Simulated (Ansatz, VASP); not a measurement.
**Two plane-wave programs on SnSe**

POSCAR

```
SnSe
1.0
    0.0000000000      3.0626750000      3.0100000000
    3.0100000000      0.0000000000      3.0100000000
    3.0100000000      3.0626750000      0.0000000000
Sn Se
1 1
Direct
    0.0000000000      0.0000000000      0.0000000000
    0.5000000000      0.5000000000      0.5000000000
```

File INCAR.step1:

```
PREC = Accurate
ENCUT = 520
ISMEAR = 0
SIGMA = 0.05
LREAL = F
LASPH = T
NELM = 60
NBANDS = 17
GGA = PE
ALGO = Normal
EDIFF = 1E-4
LWAVE = T
LCHARG = F
```

The input INCAR.step2:

```
PREC = Accurate
ENCUT = 520
EDIFF = 1E-7
ISMEAR = 0
SIGMA = 0.05
LREAL = F
LASPH = T
NELM = 60
ALGO = Normal
ISIF = 2
LWAVE = F
LCHARG = F
METAGGA = R2SCAN
LMIXTAU = T
NBANDS = 17
ISTART = 1
```

Contents of KPOINTS:

```
regular mesh
0
Gamma
  10 10 10
```

Input for Ansatz:

```yaml
crystal:
  lattice:
    - [0.0, 3.062675, 3.01]
    - [3.01, 0.0, 3.01]
    - [3.01, 3.062675, 0.0]
  atoms:
    - { symbol: Sn, position: [0.0, 0.0, 0.0] }
    - { symbol: Se, position: [0.5, 0.5, 0.5] }
basis:
  ecutwfc: 500
kpoints:
  mp_grid: { grid: [10, 10, 10] }
hamiltonian:
  xc: r2scan
scf:
  occupations: { method: gaussian, width: 0.05 }
output:
  forces: true
  stress: true
  eigenvalues: true
```

Change from the starting cell: strain +0.0175 x Voigt [0, 1, 0, 0, 0, 0], atoms carried along.

Alike in both runs: task single point; functional r2SCAN; k mesh 10 × 10 × 10; occupations gaussian, width 0.05 eV; no spin polarisation.

```csv
,VASP,Ansatz
version,VASP 6.6.1,Ansatz 0.2.0
potentials or method,"VASP PAW PBE potentials, release 64 (Sn_d, Se), cutoff 520 eV","scalar-relativistic, plane waves, PAW"
valence electrons in the cell,20,30
```

|  | VASP | Ansatz | Ansatz less VASP |
| --- | --- | --- | --- |
| gap on the k mesh at the Fermi level (eV) | 0.39 | 0.39 | 0.000 |
| least direct gap on the mesh (eV) | 0.39 | 0.39 | 0.000 |
| pressure (GPa) | -0.9 | -0.9 | 0.00 |
| traceless stress, the component that is largest in VASP (GPa) | -1.27 | -1.27 | +0.003 |

VASP's potentials were made for PBE, not for r2SCAN. VASP's potentials hold 20 valence electrons a cell and Ansatz's 30, so a difference there can come from the potentials and not from the codes.
